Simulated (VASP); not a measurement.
# ZnS (F-43m) in VASP: a series of runs, part 2 of 2

VASP 6.6.1. The steps go on from the part before.

### 4 Electric field gradients, PBE (volume scaled by 0.98)

Contents of INCAR:

```
SYSTEM = ZnS
PREC = Accurate
ENCUT = 520
EDIFF = 1E-8
ISMEAR = -1
SIGMA = 0.01
LREAL = .FALSE.
LASPH = .TRUE.
NELM = 100
ALGO = Normal
ISIF = 2
LWAVE = .FALSE.
LCHARG = .FALSE.
GGA = PE
LEFG = .TRUE.
NBANDS = 16
```

Contents of KPOINTS:

```
Automatic mesh
0
G
  9 9 9
  0 0 0
```

Contents of POSCAR:

```
ZnS
1.0
    0.0000000000      2.6864974396      2.6864974396
    2.6864974396      0.0000000000      2.6864974396
    2.6864974396      2.6864974396      0.0000000000
Zn S
1 1
Direct
    0.0000000000      0.0000000000      0.0000000000
    0.7500000000      0.7500000000      0.7500000000
```

Potentials or basis: VASP PAW PBE potentials, release 64 (Zn, S).

Started as:

```sh
$ cat potpaw_PBE.64/Zn/POTCAR potpaw_PBE.64/S/POTCAR > POTCAR
$ mpirun -np 1 vasp_std > vasp.out
```

OUTCAR:

```text
SYSTEM = ZnS
   PREC = Accurate
   ENCUT = 520
   EDIFF = 1E-8
   ISMEAR = -1
   LREAL = .FALSE.
   LASPH = .TRUE.
   NELM = 100
   ISIF = 2
   GGA = PE

 ion  position               nearest neighbor table
   1  0.000  0.000  0.000-   2 2.33   2 2.33   2 2.33   2 2.33
   2  0.750  0.750  0.750-   1 2.33   1 2.33   1 2.33   1 2.33

  LATTYP: Found a face centered cubic cell.
 ALAT       =     5.3729948792

  Lattice vectors:

 A1 = (   0.0000000000,   2.6864974396,   2.6864974396)
 A2 = (   2.6864974396,   0.0000000000,   2.6864974396)
 A3 = (   2.6864974396,   2.6864974396,   0.0000000000)

Analysis of symmetry for initial positions (statically):
=====================================================================
 Subroutine PRICEL returns:
 Original cell was already a primitive cell.

 Routine SETGRP: Setting up the symmetry group for a
 face centered cubic supercell.

 Subroutine GETGRP returns: Found 24 space group operations
[... 642 lines left out ...]
  volume of cell :       38.78
      direct lattice vectors                 reciprocal lattice vectors
     0.000000000  2.686497440  2.686497440    -0.186115941  0.186115941  0.186115941
     2.686497440  0.000000000  2.686497440     0.186115941 -0.186115941  0.186115941
     2.686497440  2.686497440  0.000000000     0.186115941  0.186115941 -0.186115941

 POSITION                                       TOTAL-FORCE (eV/Angst)
 -----------------------------------------------------------------------------------
      0.00000      0.00000      0.00000        -0.000000     -0.000000     -0.000000
      4.02975      4.02975      4.02975         0.000000      0.000000      0.000000
 -----------------------------------------------------------------------------------
    total drift:                               -0.000001     -0.000001     -0.000001

  FREE ENERGIE OF THE ION-ELECTRON SYSTEM (eV)
  ---------------------------------------------------
  free  energy   TOTEN  =        -6.8368796244 eV

  energy  without entropy=       -6.8368796244  energy(sigma->0) =       -6.83687962

 Electric field gradients (V/A^2)
---------------------------------------------------------------------
 ion       V_xx      V_yy      V_zz      V_xy      V_xz      V_yz
---------------------------------------------------------------------
   1       0.000    -0.000    -0.000    -0.002    -0.002    -0.002
   2       0.000     0.000    -0.000    -0.000    -0.000    -0.000
---------------------------------------------------------------------

 Electric field gradients after diagonalization (V/A^2)
 (convention: |V_zz| > |V_xx| > |V_yy|)
----------------------------------------------------------------------
 ion       V_xx      V_yy      V_zz     asymmetry (V_yy - V_xx)/ V_zz
----------------------------------------------------------------------
   1       0.002     0.002    -0.004       0.000
   2       0.000     0.000    -0.001       0.000
----------------------------------------------------------------------

           NMR quadrupolar parameters

 Cq : quadrupolar parameter    Cq=e*Q*V_zz/h
 eta: asymmetry parameters     (V_yy - V_xx)/ V_zz
 Q  : nuclear electric quadrupole moment in mb (millibarn)
----------------------------------------------------------------------
 ion       Cq(MHz)       eta       Q (mb)
----------------------------------------------------------------------
   1      -0.000       0.000       1.000
   2      -0.000       0.000       1.000
----------------------------------------------------------------------
```

It took 14 s on 1 thread of Intel Xeon 6975P-C, shared host; peak memory 0.16 GiB.

What came out:

```yaml
Free_energy: -6.8369 eV
Pressure: 3.1 GPa
Band_gap_on_the_k_mesh: 2.19 eV, direct
```

Levels at points of the mesh, in eV from the valence-band top:
| k point | band 6 | band 7 | band 8 | band 9 | band 10 | band 11 | band 12 | band 13 |
| --- | --- | --- | --- | --- | --- | --- | --- | --- |
| (0.00, 0.00, 0.00) | -5.89 | 0.00 | 0.00 | 0.00 | 2.19 | 6.38 | 6.38 | 6.38 |

Caveat: without QUAD_EFG the Cq values of the log hold for a quadrupole moment of 1 mb, not for the nuclei.

### 5 Electric field gradients, PBE (volume scaled by 1.02)

INCAR, as its differences from that of step 4:

```diff
@@ -8,3 +8,3 @@
 LASPH = .TRUE.
-NELM = 100
+NELM = 80
 ALGO = Normal
```

Contents of KPOINTS:

```
regular mesh
0
G
  9 9 9
  0 0 0
```

Contents of POSCAR:

```
ZnS
1.0
    0.0000000000      2.7225621114      2.7225621114
    2.7225621114      0.0000000000      2.7225621114
    2.7225621114      2.7225621114      0.0000000000
Zn S
1 1
Direct
    0.0000000000      0.0000000000      0.0000000000
    0.7500000000      0.7500000000      0.7500000000
```

Potentials or basis: VASP PAW PBE potentials, release 64 (Zn, S).

Started as:

```sh
$ cat potpaw_PBE.64/Zn/POTCAR potpaw_PBE.64/S/POTCAR > POTCAR
$ mpirun -np 1 vasp_std > vasp.out
```

OUTCAR:

```text
SYSTEM = ZnS
   PREC = Accurate
   ENCUT = 520
   EDIFF = 1E-8
   ISMEAR = -1
   LREAL = .FALSE.
   LASPH = .TRUE.
   NELM = 80
   ISIF = 2
   GGA = PE

 ion  position               nearest neighbor table
   1  0.000  0.000  0.000-   2 2.36   2 2.36   2 2.36   2 2.36
   2  0.750  0.750  0.750-   1 2.36   1 2.36   1 2.36   1 2.36

  LATTYP: Found a face centered cubic cell.
 ALAT       =     5.4451242228

  Lattice vectors:

 A1 = (   0.0000000000,   2.7225621114,   2.7225621114)
 A2 = (   2.7225621114,   0.0000000000,   2.7225621114)
 A3 = (   2.7225621114,   2.7225621114,   0.0000000000)

Analysis of symmetry for initial positions (statically):
=====================================================================
 Subroutine PRICEL returns:
 Original cell was already a primitive cell.

 Routine SETGRP: Setting up the symmetry group for a
 face centered cubic supercell.

 Subroutine GETGRP returns: Found 24 space group operations
 (whereof 24 operations were pure point group operations)
 out of a pool of 48 trial point group operations.

The static configuration has the point symmetry T_d .

Analysis of symmetry for dynamics (positions and initial velocities):
=====================================================================
 Subroutine PRICEL returns:
 Original cell was already a primitive cell.

 Routine SETGRP: Setting up the symmetry group for a
 face centered cubic supercell.

 Subroutine GETGRP returns: Found 24 space group operations
 (whereof 24 operations were pure point group operations)
 out of a pool of 48 trial point group operations.

The dynamic configuration has the point symmetry T_d .

 Subroutine INISYM returns: Found 24 space group operations
 (whereof 24 operations are pure point group operations),
 and found     1 'primitive' translations

----------------------------------------------------------------------------------------

                                     Primitive cell

  volume of cell :      40.3611

  direct lattice vectors                    reciprocal lattice vectors
     0.000000000  2.722562111  2.722562111    -0.183650539  0.183650539  0.183650539
     2.722562111  0.000000000  2.722562111     0.183650539 -0.183650539  0.183650539
     2.722562111  2.722562111  0.000000000     0.183650539  0.183650539 -0.183650539

  length of vectors
     3.850284262  3.850284262  3.850284262     0.318092065  0.318092065  0.318092065

  position of ions in fractional coordinates (direct lattice)
     0.000000000  0.000000000  0.000000000
     0.750000000  0.750000000  0.750000000

  ion indices of the primitive-cell ions
   primitive index   ion index
                 1           1
                 2           2

----------------------------------------------------------------------------------------

 KPOINTS: regular mesh

Automatic generation of k-mesh.
 Grid dimensions read from file:
 generate k-points for:    9    9    9

 Generating k-lattice:

  Cartesian coordinates                     Fractional coordinates (reciprocal lattice)
[... 65 lines left out ...]
   NFREE  =      0    steps in history (QN), initial steepest desc. (CG)
   ISIF   =      2    stress and relaxation
   ISYM   =      2    0-nonsym 1-usesym 2-fastsym
   POTIM  = 0.5000    time-step for ionic-motion
   TEBEG  =    0.0;   TEEND  =   0.0 temperature during run
   PSTRESS=    0.0 pullay stress
   NELECT =      18.0000    total number of electrons
   NUPDOWN=      -1.0000    fix difference up-down
   EMIN   =  10.00;   EMAX   =-10.00  energy-range for DOS
   EFERMI =   0.00;   METHOD = LEGACY
   ISMEAR =    -1;   SIGMA  =   0.01  broadening in eV -4-tet -1-fermi 0-gaus
   EFERMI_NEDOS =   21; number of points for ismear=-14 and -15
   IALGO  =     38    algorithm
   IMIX   =      4    mixing-type and parameters
     AMIX     =   0.40;   BMIX     =  1.00
     AMIX_MAG =   1.60;   BMIX_MAG =  1.00
  volume/ion in A,a.u.               =      20.18       136.19
  Fermi-wavevector in a.u.,A,eV,Ry     =   1.250771  2.363615 21.285343  1.564429
  Thomas-Fermi vector in A             =   2.384750
   LORBIT       =      0    0 simple, 1 ext, 2 COOP (PROOUT), +10 PAW based schemes
   GGA     = PE    functional components
   LHFCALC =     F    Hartree Fock is set to
   AEXX    =    0.0000 exact exchange contribution
   IVDW    =     0    specifies the selected vdW correction
   LEPSILON=     F    determine dielectric tensor
   LRPA    =     F    only Hartree local field effects (RPA)
 non-spin polarized calculation
  energy-cutoff  :      520.00
  volume of cell :       40.36
 maximum number of plane-waves:      1100
 NGX is ok and might be reduce to    30
   NGX = 15   NGY = 15   NGZ = 15

 number of electron      18.0000008 magnetization

 Free energy of the ion-electron system (eV)
  ---------------------------------------------------
  ext. energy  EPLUGINS =         0.00000000
  ---------------------------------------------------
  free energy    TOTEN  =        -6.85257385 eV

  energy without entropy =       -6.85257385  energy(sigma->0) =       -6.85257385

 E-fermi :   2.1223     XC(G=0):  -9.5233

 val. band max:        1.8973069298   @ k =   0.0000   0.0000   0.0000
 cond. band min:       3.9127623918   @ k =   0.0000   0.0000   0.0000
 fundamental gap:      2.0154554620
 Fermi energy:         2.1223364647

 k-point     1 :       0.0000    0.0000    0.0000
  band No.  band energies     occupation
      1     -11.0871      2.00000
      2      -4.3537      2.00000
      3      -4.3537      2.00000
      4      -4.3537      2.00000
      5      -3.8821      2.00000
      6      -3.8821      2.00000
[... 433 lines left out ...]
      3      -4.0417      2.00000
      4      -4.0417      2.00000
      5      -3.8134      2.00000
      6      -3.7292      2.00000
[... 8 lines left out ...]
     15      15.4859      0.00000
     16      16.8314      0.00000

 [... further k-points ...]
[... 5 lines left out ...]
  --------------------------------------------------------------------------------------
  -------------------------------------------------------------------------------------
  Total        0.0249330      0.0249330      0.0249330      0.0000000      0.0000000     -0.0000000
  in kB        0.9897428      0.9897428      0.9897428      0.0000000      0.0000000     -0.0000000
  external PRESSURE =       0.9897428 kB  Pullay stress =       0.0000000 kB

 VOLUME and BASIS-vectors are now :
 -----------------------------------------------------------------------------
  energy-cutoff  :      520.00
  volume of cell :       40.36
      direct lattice vectors                 reciprocal lattice vectors
     0.000000000  2.722562111  2.722562111    -0.183650539  0.183650539  0.183650539
     2.722562111  0.000000000  2.722562111     0.183650539 -0.183650539  0.183650539
     2.722562111  2.722562111  0.000000000     0.183650539  0.183650539 -0.183650539

 POSITION                                       TOTAL-FORCE (eV/Angst)
 -----------------------------------------------------------------------------------
      0.00000      0.00000      0.00000         0.000000      0.000000      0.000000
      4.08384      4.08384      4.08384        -0.000000     -0.000000     -0.000000
 -----------------------------------------------------------------------------------
    total drift:                                0.000000      0.000000      0.000000

  FREE ENERGIE OF THE ION-ELECTRON SYSTEM (eV)
  ---------------------------------------------------
  free  energy   TOTEN  =        -6.8525738517 eV

  energy  without entropy=       -6.8525738517  energy(sigma->0) =       -6.85257385

 Electric field gradients (V/A^2)
---------------------------------------------------------------------
 ion       V_xx      V_yy      V_zz      V_xy      V_xz      V_yz
---------------------------------------------------------------------
   1      -0.000     0.000     0.000     0.004     0.004     0.004
   2      -0.000    -0.000    -0.000    -0.000    -0.000    -0.000
---------------------------------------------------------------------

 Electric field gradients after diagonalization (V/A^2)
 (convention: |V_zz| > |V_xx| > |V_yy|)
----------------------------------------------------------------------
 ion       V_xx      V_yy      V_zz     asymmetry (V_yy - V_xx)/ V_zz
----------------------------------------------------------------------
   1      -0.004    -0.004     0.008       0.000
   2       0.000     0.000    -0.000       0.000
----------------------------------------------------------------------

           NMR quadrupolar parameters

 Cq : quadrupolar parameter    Cq=e*Q*V_zz/h
 eta: asymmetry parameters     (V_yy - V_xx)/ V_zz
 Q  : nuclear electric quadrupole moment in mb (millibarn)
----------------------------------------------------------------------
 ion       Cq(MHz)       eta       Q (mb)
----------------------------------------------------------------------
   1       0.000       0.000       1.000
   2      -0.000       0.000       1.000
----------------------------------------------------------------------
```

OSZICAR:

```text
N       E                     dE             d eps       ncg     rms          rms(c)
DAV:   1     0.880589308647E+02    0.88059E+02   -0.89297E+03  1120   0.132E+03
DAV:   2    -0.134720620206E+01   -0.89406E+02   -0.83616E+02  1240   0.257E+02
DAV:   3    -0.721730737731E+01   -0.58701E+01   -0.58433E+01  1488   0.635E+01
DAV:   4    -0.727887438852E+01   -0.61567E-01   -0.61558E-01  1240   0.671E+00
DAV:   5    -0.727962401589E+01   -0.74963E-03   -0.74960E-03  1528   0.718E-01    0.660E+00
DAV:   6    -0.687206279654E+01    0.40756E+00   -0.73313E-01  1664   0.296E+01    0.518E+00
DAV:   7    -0.685284054070E+01    0.19222E-01   -0.24714E-01  1344   0.440E+00    0.264E+00
DAV:   8    -0.685213255650E+01    0.70798E-03   -0.49091E-03  1400   0.775E-01    0.689E-01
DAV:   9    -0.685240671150E+01   -0.27416E-03   -0.11843E-03  1400   0.277E-01    0.104E-01
DAV:  10    -0.685258015392E+01   -0.17344E-03   -0.21963E-04  1408   0.147E-01    0.604E-02
DAV:  11    -0.685257300933E+01    0.71446E-05   -0.36543E-05  1256   0.946E-02    0.628E-03
DAV:  12    -0.685257388959E+01   -0.88026E-06   -0.44700E-06  1616   0.219E-02    0.446E-03
DAV:  13    -0.685257385574E+01    0.33845E-07   -0.87409E-07  1392   0.922E-03    0.240E-03
DAV:  14    -0.685257385172E+01    0.40238E-08   -0.83467E-08  1408   0.220E-03
   1 F= -.68525739E+01 E0= -.68525739E+01  d E =-.326344E-12
```

It took 19 s on 1 thread of Intel Xeon 6975P-C, shared host; peak memory 0.17 GiB.

What came out:

```yaml
Free_energy: -6.8526 eV
Pressure: 0.1 GPa
Band_gap_on_the_k_mesh: 2.02 eV, direct
```

Caveat: without QUAD_EFG the Cq values of the log hold for a quadrupole moment of 1 mb, not for the nuclei.

### 6 The runs side by side

```tsv
cell	gap on the mesh (eV)	pressure (GPa)
a = 3.748 Å, angles 60.0°, 2 atoms	2.38	6.9
a = 3.825 Å, angles 60.0°, 2 atoms	2.10	1.5
a = 3.799 Å, angles 60.0°, 2 atoms	2.19	3.1
a = 3.850 Å, angles 60.0°, 2 atoms	2.02	0.1
```

Alike in all rows: task electric field gradients; level PBE; potentials or basis VASP PAW PBE potentials, release 64 (Zn, S); no spin polarisation; k mesh 9 × 9 × 9; cutoff (eV) 520; smearing fermi-dirac 0.01 eV.

Total energies depend on the potentials used, so only differences within one code and one set of settings carry meaning.

### 7 Against experiment

Step 3. A measured gap of ZnS is 3.85 eV (direct; 19 K; quoted in “Electronic, vibrational, and thermodynamic properties of ZnS (zincblende and rocksalt structure)”, 2009, arxiv:0911.5022); the calculated 2.10 eV misses it by -1.75 eV. The value is that of PBE, without temperature or zero-point motion. Semilocal functionals fall short of measured gaps as a rule.
